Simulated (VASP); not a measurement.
# BiS (Pm-3m) in VASP: notebook

The runs below take BiS through single point, with B3LYP, HF.

All numbers are computed with VASP 6.6.1; they aren't measurements. Logs are shortened: lines on timing, memory, paths and dates and some standing lists are left out, and cuts for length are marked.

## 1. The cell of the first run

Symmetry: Pm-3m, No. 221, cubic system. The conventional cell has a = 3.638 Å, b = 3.638 Å, c = 3.638 Å, α = 90.00°, β = 90.00°, γ = 90.00°. Within 4.1 Å of Bi (site symmetry m-3m) lie 8 S at 3.15 Å and 6 Bi at 3.64 Å. Within 4.1 Å of S (site symmetry m-3m) lie 8 Bi at 3.15 Å and 6 S at 3.64 Å.

## 2. Single point, B3LYP

Input file POSCAR:

```
BiS
1.0
    3.6381953767      0.0000000000      0.0000000000
    0.0000000000      3.6381953767      0.0000000000
    0.0000000000      0.0000000000      3.6381953767
Bi S
1 1
Direct
    0.5000000000      0.5000000000      0.5000000000
    0.0000000000      0.0000000000      0.0000000000
```

Input file INCAR.step1:

```
  PREC = Accurate
  ENCUT = 520
  EDIFF = 1E-5
  ISMEAR = -1
  SIGMA = 0.05
  LREAL = F
  LASPH = T
  NELM = 80
  ALGO = Normal
  ISIF = 2
  LWAVE = T
  LCHARG = F
  GGA = PE
  NBANDS = 18
```

Input file INCAR.step2:

```
  PREC = Accurate
  ENCUT = 520
  EDIFF = 1E-6
  ISMEAR = -1
  SIGMA = 0.05
  LREAL = F
  LASPH = T
  NELM = 80
  ALGO = Normal
  ISIF = 2
  LWAVE = F
  LCHARG = F
  GGA = B3
  LHFCALC = T
  AEXX = 0.2
  AGGAX = 0.72
  AGGAC = 0.81
  ALDAC = 0.19
  PRECFOCK = Normal
  ISTART = 1
  NBANDS = 18
```

Input file KPOINTS:

```
Automatic mesh
0
Gamma
  4 4 4
```

Potentials or basis: VASP PAW PBE potentials, release 64 (Bi_d, S).

Launch:

```console
cat potpaw_PBE.64/Bi_d/POTCAR potpaw_PBE.64/S/POTCAR > POTCAR
cp INCAR.step1 INCAR
mpirun -np 1 vasp_std > vasp.out
cp INCAR.step2 INCAR
mpirun -np 1 vasp_std > vasp.out
```

OUTCAR:

```text
PREC = Accurate
   ENCUT = 520
   EDIFF = 1E-6
   ISMEAR = -1
   LREAL = F
   LASPH = T
   NELM = 80
   ISIF = 2
   GGA = B3
   LHFCALC = T
   AEXX = 0.2
   PRECFOCK = Normal
   ISTART = 1

 ion  position               nearest neighbor table
   1  0.500  0.500  0.500-   2 3.15   2 3.15   2 3.15   2 3.15   2 3.15   2 3.15   2 3.15   2 3.15

   2  0.000  0.000  0.000-   1 3.15   1 3.15   1 3.15   1 3.15   1 3.15   1 3.15   1 3.15   1 3.15

  LATTYP: Found a simple cubic cell.
 ALAT       =     3.6381953767

  Lattice vectors:

 A1 = (   3.6381953767,   0.0000000000,   0.0000000000)
 A2 = (   0.0000000000,   3.6381953767,   0.0000000000)
 A3 = (   0.0000000000,   0.0000000000,   3.6381953767)

Analysis of symmetry for initial positions (statically):
=====================================================================
 Subroutine PRICEL returns:
 Original cell was already a primitive cell.

 Routine SETGRP: Setting up the symmetry group for a
 simple cubic supercell.

 Subroutine GETGRP returns: Found 48 space group operations
 (whereof 48 operations were pure point group operations)
 out of a pool of 48 trial point group operations.

The static configuration has the point symmetry O_h .

Analysis of symmetry for dynamics (positions and initial velocities):
=====================================================================
 Subroutine PRICEL returns:
 Original cell was already a primitive cell.

 Routine SETGRP: Setting up the symmetry group for a
 simple cubic supercell.

 Subroutine GETGRP returns: Found 48 space group operations
 (whereof 48 operations were pure point group operations)
 out of a pool of 48 trial point group operations.

The dynamic configuration has the point symmetry O_h .

 Subroutine INISYM returns: Found 48 space group operations
 (whereof 48 operations are pure point group operations),
 and found     1 'primitive' translations

----------------------------------------------------------------------------------------

                                     Primitive cell

  volume of cell :      48.1568

  direct lattice vectors                    reciprocal lattice vectors
     3.638195377  0.000000000  0.000000000     0.274861544  0.000000000  0.000000000
     0.000000000  3.638195377  0.000000000     0.000000000  0.274861544  0.000000000
     0.000000000  0.000000000  3.638195377     0.000000000  0.000000000  0.274861544

  length of vectors
     3.638195377  3.638195377  3.638195377     0.274861544  0.274861544  0.274861544

  position of ions in fractional coordinates (direct lattice)
     0.500000000  0.500000000  0.500000000
     0.000000000  0.000000000  0.000000000

  ion indices of the primitive-cell ions
   primitive index   ion index
                 1           1
                 2           2

----------------------------------------------------------------------------------------

 KPOINTS: Automatic mesh

Automatic generation of k-mesh.
 Grid dimensions read from file:
 generate k-points for:    4    4    4

 Generating k-lattice:

  Cartesian coordinates                     Fractional coordinates (reciprocal lattice)
     0.068715386  0.000000000  0.000000000     0.250000000  0.000000000  0.000000000
     0.000000000  0.068715386  0.000000000     0.000000000  0.250000000  0.000000000
     0.000000000  0.000000000  0.068715386     0.000000000  0.000000000  0.250000000

  Length of vectors
     0.068715386  0.068715386  0.068715386

  Shift w.r.t. Gamma in fractional coordinates (k-lattice)
     0.000000000  0.000000000  0.000000000

 Subroutine IBZKPT returns following result:
 ===========================================

 Found     10 irreducible k-points:

 Following reciprocal coordinates:
            Coordinates               Weight
  0.000000  0.000000  0.000000      1.000000
  0.250000  0.000000  0.000000      6.000000
  0.500000  0.000000  0.000000      3.000000
  0.250000  0.250000  0.000000     12.000000
  0.500000  0.250000  0.000000     12.000000
  0.500000  0.500000  0.000000      3.000000
  0.250000  0.250000  0.250000      8.000000
  0.500000  0.250000  0.250000     12.000000
  0.500000  0.500000  0.250000      6.000000
  0.500000  0.500000  0.500000      1.000000
   k-points           NKPTS =     10   k-points in BZ     NKDIM =     64   number of bands    NBANDS=     18
   number of dos      NEDOS =    301   number of ions     NIONS =      2
   total plane-waves  NPLWV =  21952
   dimension x,y,z NGX =    28 NGY =   28 NGZ =   28
   dimension x,y,z NGXF=    56 NGYF=   56 NGZF=   56
   ions per type =               1   1
   NGX,Y,Z   is equivalent  to a cutoff of  12.79, 12.79, 12.79 a.u.
   NGXF,Y,Z  is equivalent  to a cutoff of  25.59, 25.59, 25.59 a.u.
 SYSTEM =  unknown system
   PREC   = accura    normal or accurate (medium, high low for compatibility)
   ISTART =      1    job   : 0-new  1-cont  2-samecut
   ICHARG =      0    charge: 1-file 2-atom 10-const
   ISPIN  =      1    spin polarized calculation?
   LNONCOLLINEAR =      F non collinear calculations
   LSORBIT =      F    spin-orbit coupling
   LASPH  =      T    aspherical Exc in radial PAW
   ENCUT  =  520.0 eV  38.22 Ry    6.18 a.u.   6.76  6.76  6.76*2*pi/ulx,y,z
   NELM   =     80;   NELMIN=  2; NELMDL=  0     # of ELM steps
   EDIFF  = 0.1E-05   stopping-criterion for ELM
   LREAL  =      F    real-space projection
   EDIFFG = 0.1E-04   stopping-criterion for IOM
   NSW    =      0    number of steps for IOM
   IBRION =     -1    ionic relax: 0-MD 1-quasi-New 2-CG
   NFREE  =      0    steps in history (QN), initial steepest desc. (CG)
   ISIF   =      2    stress and relaxation
   ISYM   =      3    0-nonsym 1-usesym 2-fastsym
   POTIM  = 0.5000    time-step for ionic-motion
   TEBEG  =    0.0;   TEEND  =   0.0 temperature during run
   PSTRESS=    0.0 pullay stress
   NELECT =      21.0000    total number of electrons
   NUPDOWN=      -1.0000    fix difference up-down
   EMIN   =  10.00;   EMAX   =-10.00  energy-range for DOS
   EFERMI =   0.00;   METHOD = LEGACY
   ISMEAR =    -1;   SIGMA  =   0.05  broadening in eV -4-tet -1-fermi 0-gaus
   EFERMI_NEDOS =   21; number of points for ismear=-14 and -15
   IALGO  =     38    algorithm
   IMIX   =      1    mixing-type and parameters
     AMIX     =   0.40;   BMIX     =  1.00
     AMIX_MAG =   1.60;   BMIX_MAG =  1.00
  volume/ion in A,a.u.               =      24.08       162.49
  Fermi-wavevector in a.u.,A,eV,Ry     =   1.241448  2.345997 20.969210  1.541193
  Thomas-Fermi vector in A             =   2.375845
   LORBIT       =      0    0 simple, 1 ext, 2 COOP (PROOUT), +10 PAW based schemes
   GGA     = B3    functional components
   LHFCALC =     T    Hartree Fock is set to
   PRECFOCK=normal    Normal, Fast or Accurate (Low or Medium for compatibility)
   ENCUT4O =  -1.0   cutoff for four orbital integrals eV
   NKREDX  =     1    reduce k-point grid by
   NKREDY  =     1    reduce k-point grid by
   NKREDZ  =     1    reduce k-point grid by
   AEXX    =    0.2000 exact exchange contribution
   HFSCREEN=    0.0000 screening length (either q_TF or 0.3 A-1)
   HFSCREENC=   0.0000 screening length for correlation (either q_TF or 0.3 A-1)
   ENCUTFOCK=  -1.0 apply spherical cutoff to Coloumb kernel
   IVDW    =     0    specifies the selected vdW correction
   LEPSILON=     F    determine dielectric tensor
   LRPA    =     F    only Hartree local field effects (RPA)
 non-spin polarized calculation
  energy-cutoff  :      520.00
  volume of cell :       48.16
 maximum number of plane-waves:      1328
 NGX is ok and might be reduce to    28
  NGX = 24; NGY = 24; NGZ = 24

 number of electron      20.9999988 magnetization

 Free energy of the ion-electron system (eV)
  ---------------------------------------------------
  ext. energy  EPLUGINS =         0.00000000
  ---------------------------------------------------
  free energy    TOTEN  =        -8.88002980 eV

  energy without entropy =       -8.86804280  energy(sigma->0) =       -8.87403630

 E-fermi :   7.8043     XC(G=0):  -8.2686

 val. band max:        7.7696977462   @ k =   0.2500   0.2500   0.0000
 cond. band min:       8.2142396906   @ k =   0.5000   0.5000   0.2500
 fundamental gap:      0.4445419444
 Fermi energy:         7.8042946990

 k-point     1 :       0.0000    0.0000    0.0000
  band No.  band energies     occupation
      1     -17.8537      2.00000
      2     -17.8537      2.00000
      3     -17.7356      2.00000
      4     -17.7356      2.00000
      5     -17.7356      2.00000
      6      -8.7780      2.00000
[... 10 lines left out ...]
     17      20.3204      0.00000
     18      20.3204      0.00000

 k-point     2 :       0.2500    0.0000    0.0000
  band No.  band energies     occupation
      1     -17.8517      2.00000
      2     -17.8066      2.00000
      3     -17.7509      2.00000
      4     -17.7509      2.00000
      5     -17.7340      2.00000
      6      -8.1600      2.00000
[... 10 lines left out ...]
     17      20.1441      0.00000
     18      20.1448      0.00000

 k-point     3 :       0.5000    0.0000    0.0000
  band No.  band energies     occupation
      1     -17.8497      2.00000
      2     -17.7661      2.00000
      3     -17.7661      2.00000
      4     -17.7591      2.00000
      5     -17.7324      2.00000
      6      -6.9565      2.00000
[... 10 lines left out ...]
     17      21.0694      0.00000
     18      21.7068      0.00000

 k-point     4 :       0.2500    0.2500    0.0000
  band No.  band energies     occupation
      1     -17.8277      2.00000
      2     -17.7802      2.00000
      3     -17.7698      2.00000
      4     -17.7494      2.00000
      5     -17.7484      2.00000
      6      -7.5903      2.00000
[... 81 lines left out ...]
      4     -17.7641      2.00000
      5     -17.7296      2.00000
      6      -6.3491      2.00000
[... 10 lines left out ...]
     17      21.1098      0.00000
     18      22.7529      0.00000

 k-point     9 :       0.5000    0.5000    0.2500
  band No.  band energies     occupation
      1     -17.8050      2.00000
      2     -17.7806      2.00000
      3     -17.7806      2.00000
      4     -17.7530      2.00000
      5     -17.7036      2.00000
      6      -6.0443      2.00000
[... 10 lines left out ...]
     17      21.2839      0.00000
     18      23.8628      0.00000

 k-point    10 :       0.5000    0.5000    0.5000
  band No.  band energies     occupation
      1     -17.7993      2.00000
      2     -17.7993      2.00000
      3     -17.7993      2.00000
      4     -17.7036      2.00000
      5     -17.7036      2.00000
      6      -5.8682      2.00000
[... 10 lines left out ...]
     17      24.5122      0.00000
     18      24.5136      0.00000

------------------------ aborting loop because EDIFF is reached ----------------------------------------

  FORCE on cell =-STRESS in cart. coord.  units (eV):
  Direction    XX          YY          ZZ          XY          YZ          ZX
  --------------------------------------------------------------------------------------
  -------------------------------------------------------------------------------------
  Total       -0.0267029     -0.0267029     -0.0267029      0.0000000      0.0000000      0.0000000
  in kB       -0.8884046     -0.8884046     -0.8884046      0.0000000      0.0000000      0.0000000
  external PRESSURE =      -0.8884046 kB  Pullay stress =       0.0000000 kB

 VOLUME and BASIS-vectors are now :
 -----------------------------------------------------------------------------
  energy-cutoff  :      520.00
  volume of cell :       48.16
      direct lattice vectors                 reciprocal lattice vectors
     3.638195377  0.000000000  0.000000000     0.274861544  0.000000000  0.000000000
     0.000000000  3.638195377  0.000000000     0.000000000  0.274861544  0.000000000
     0.000000000  0.000000000  3.638195377     0.000000000  0.000000000  0.274861544

 POSITION                                       TOTAL-FORCE (eV/Angst)
 -----------------------------------------------------------------------------------
      1.81910      1.81910      1.81910         0.000000      0.000000      0.000000
      0.00000      0.00000      0.00000         0.000000      0.000000      0.000000
 -----------------------------------------------------------------------------------
    total drift:                                0.000004      0.000004      0.000006

  FREE ENERGIE OF THE ION-ELECTRON SYSTEM (eV)
  ---------------------------------------------------
  free  energy   TOTEN  =        -8.8800298030 eV

  energy  without entropy=       -8.8680428018  energy(sigma->0) =       -8.87403630
```

It took 9.9 min on 1 thread of Intel Xeon Platinum 8259CL at 2.50GHz (Skylake/Cascade Lake), shared host; peak memory 0.16 GiB.

What came out:

```yaml
Free_energy: -8.8800 eV
Pressure: -0.1 GPa
Band_gap_on_the_k_mesh: zero (an odd number of electrons rules out a gap without spin polarisation)
```

Levels at points of the mesh, in eV from the Fermi level:
```tsv
k point	band 7	band 8	band 9	band 10	band 11	band 12	band 13	band 14
(0.00, 0.00, 0.00)	-10.55	-3.75	-3.75	-3.75	4.86	4.86	4.86	4.91
(0.50, 0.00, 0.00)	-13.23	-2.41	-2.34	-2.34	-1.88	2.09	2.09	6.68
(0.50, 0.50, 0.00)	-11.80	-6.88	-6.88	-2.07	2.95	2.95	3.69	6.88
(0.50, 0.50, 0.50)	-10.72	-4.37	-4.37	-4.37	-2.89	-2.89	-2.89	13.57
```

Caveat: the k points lie up to 0.43 Å⁻¹ apart, too coarse for converged energies and pressures of a metal; the PAW data sets were made with another functional, which shifts forces and pressure a little; spin-orbit coupling is left out, which moves the levels of the heavy elements; an odd number of electrons without spin polarisation forces a metal; a magnetic or distorted state may lie lower.

## 3. Single point, HF

Input file POSCAR:

```
BiS
1.0
    3.6403387108      0.0000000000      0.0000000000
    0.0000000000      3.6403387108      0.0000000000
    0.0000000000      0.0000000000      3.6403387108
Bi S
1 1
Direct
    0.5000000000      0.5000000000      0.5000000000
    0.0000000000      0.0000000000      0.0000000000
```

Input file INCAR.step1:

```
SYSTEM = BiS
  PREC = Accurate
  ENCUT = 520
  EDIFF = 1E-5
  ISMEAR = -1
  SIGMA = 0.05
  LREAL = .FALSE.
  LASPH = .TRUE.
  NELM = 80
  ALGO = Normal
  ISIF = 2
  LWAVE = .TRUE.
  GGA = PE
  NBANDS = 18
```

Input file INCAR.step2:

```
SYSTEM = BiS
  PREC = Accurate
  ENCUT = 520
  EDIFF = 1E-6
  ISMEAR = -1
  SIGMA = 0.05
  LREAL = .FALSE.
  LASPH = .TRUE.
  NELM = 80
  ALGO = Normal
  ISIF = 2
  LWAVE = .FALSE.
  LCHARG = .TRUE.
  GGA = PE
  LHFCALC = .TRUE.
  AEXX = 1.0
  ALDAC = 0.0
  AGGAC = 0.0
  PRECFOCK = Normal
  LELF = .TRUE.
  LVHAR = .TRUE.
  ISTART = 1
  NBANDS = 18
```

Input file KPOINTS:

```
regular mesh
0
G
  4 4 4
  0 0 0
```

Potentials or basis: VASP PAW PBE potentials, release 64 (Bi_d, S).

Launch:

```console
cat potpaw_PBE.64/Bi_d/POTCAR potpaw_PBE.64/S/POTCAR > POTCAR
cp INCAR.step1 INCAR
mpirun -np 1 vasp_std > vasp.out
cp INCAR.step2 INCAR
mpirun -np 1 vasp_std > vasp.out
```

OUTCAR:

```text
SYSTEM = BiS
   PREC = Accurate
   ENCUT = 520
   EDIFF = 1E-6
   ISMEAR = -1
   LREAL = .FALSE.
   LASPH = .TRUE.
   NELM = 80
   ISIF = 2
   GGA = PE
   LHFCALC = .TRUE.
   AEXX = 1.0
   PRECFOCK = Normal
   ISTART = 1

 ion  position               nearest neighbor table
   1  0.500  0.500  0.500-   2 3.15   2 3.15   2 3.15   2 3.15   2 3.15   2 3.15   2 3.15   2 3.15

   2  0.000  0.000  0.000-   1 3.15   1 3.15   1 3.15   1 3.15   1 3.15   1 3.15   1 3.15   1 3.15

  LATTYP: Found a simple cubic cell.
[... 393 lines left out ...]

  FORCE on cell =-STRESS in cart. coord.  units (eV):
  Direction    XX          YY          ZZ          XY          YZ          ZX
  --------------------------------------------------------------------------------------
  -------------------------------------------------------------------------------------
  Total       -0.2457544     -0.2457544     -0.2457544      0.0000000     -0.0000000      0.0000000
  in kB       -8.1618117     -8.1618117     -8.1618117      0.0000000     -0.0000000      0.0000000
  external PRESSURE =      -8.1618117 kB  Pullay stress =       0.0000000 kB

 VOLUME and BASIS-vectors are now :
 -----------------------------------------------------------------------------
  energy-cutoff  :      520.00
  volume of cell :       48.24
      direct lattice vectors                 reciprocal lattice vectors
     3.640338711  0.000000000  0.000000000     0.274699713  0.000000000  0.000000000
     0.000000000  3.640338711  0.000000000     0.000000000  0.274699713  0.000000000
     0.000000000  0.000000000  3.640338711     0.000000000  0.000000000  0.274699713

 POSITION                                       TOTAL-FORCE (eV/Angst)
 -----------------------------------------------------------------------------------
      1.82017      1.82017      1.82017         0.000000      0.000000      0.000000
      0.00000      0.00000      0.00000         0.000000      0.000000      0.000000
 -----------------------------------------------------------------------------------
    total drift:                               -0.000004     -0.000001      0.000001

  FREE ENERGIE OF THE ION-ELECTRON SYSTEM (eV)
  ---------------------------------------------------
  free  energy   TOTEN  =       -16.2185798143 eV

  energy  without entropy=      -16.2066451736  energy(sigma->0) =      -16.21261249
```

Wall time 15 min (1 thread of Intel Xeon Platinum 8259CL at 2.50GHz (Skylake/Cascade Lake), shared host); peak memory 0.16 GiB.

What came out:

* Free energy: -16.2186 eV
* Pressure: -0.8 GPa
* Band gap on the k mesh: zero (an odd number of electrons rules out a gap without spin polarisation)

Levels at points of the mesh, in eV from the Fermi level:
```
           k point  band 6  band 7  band 8  band 9  band 10  band 11  band 12  band 13  band 14  band 15
(0.00, 0.00, 0.00)  -23.87  -14.92   -7.28   -7.28    -7.28     7.01     7.01     7.90     7.90     7.90
(0.50, 0.00, 0.00)  -21.83  -18.60   -5.43   -5.43    -4.86    -2.92     4.00     4.00     9.36    10.94
(0.50, 0.50, 0.00)  -20.83  -16.34  -11.34  -11.34    -5.01     5.43     5.43     6.13     9.48    11.10
(0.50, 0.50, 0.50)  -20.38  -14.79   -8.01   -8.01    -8.01    -4.75    -4.75    -4.75    17.76    17.76
```

Caveat: the k points lie up to 0.43 Å⁻¹ apart, too coarse for converged energies and pressures of a metal; the PAW data sets were made with another functional, which shifts forces and pressure a little; spin-orbit coupling is left out, which moves the levels of the heavy elements; an odd number of electrons without spin polarisation forces a metal; a magnetic or distorted state may lie lower.

[end of part 1 of 2]

The gap in the log of VASP goes by the Fermi energy; the results here count the filled bands.